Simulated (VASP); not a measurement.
Crystal: AgI (wurtzite type).

```
Ag I
1.0
     4.55586    0.00000    0.00000
    -2.27793    3.94549    0.00000
     0.00000    0.00000    7.42605
Ag I
2 2
Cartesian
  0.0000 2.6303 0.0000
  2.2779 1.3152 3.7130
  0.0000 2.6303 2.7922
  2.2779 1.3152 6.5052
```

* Program: VASP 6.6.1
* Task: relaxation of cell and atoms
* Functional: PBE
* Potentials or basis: VASP PAW PBE potentials, release 64 (Ag, I)
* Cutoff: 500 eV
* k mesh: 10 × 10 × 6
* Occupations: fermi-dirac, width 0.05 eV
* Spin: no spin polarisation

At the start: pressure 2.8 GPa; volume 33.37 Å³/atom.

**Question.** Where does the relaxation end?

**Answer.** Over 6 steps the energy falls by 23.8 meV/atom and the volume is 36.35 Å³/atom (+8.9 %); space group P6_3mc (No. 186, to 0.1 Å) before and after.

The path:
| step | energy change (eV) | largest force (eV/Å) | pressure (GPa) | volume (Å³) |
| --- | --- | --- | --- | --- |
| 1 | 0.0000 | 0.0085 | 2.79 | 133.48 |
| 2 | -0.0953 | 0.0036 | 0.08 | 145.04 |
| 3 | -0.0954 | 0.0035 | -0.02 | 145.49 |
| 4 | -0.0954 | 0.0041 | 0.01 | 145.40 |
| 5 | -0.0954 | 0.0041 | 0.01 | 145.41 |
| 6 | -0.0954 | 0.0044 | 0.01 | 145.42 |

Final structure:
```
CELL_PARAMETERS angstrom
4.68588 0.00000 0.00000
-2.34294 4.05809 0.00000
0.00000 0.00000 7.64725
ATOMIC_POSITIONS crystal
Ag 0.33333 0.66667 0.00011
Ag 0.66667 0.33333 0.50011
I 0.33333 0.66667 0.37589
I 0.66667 0.33333 0.87589
```
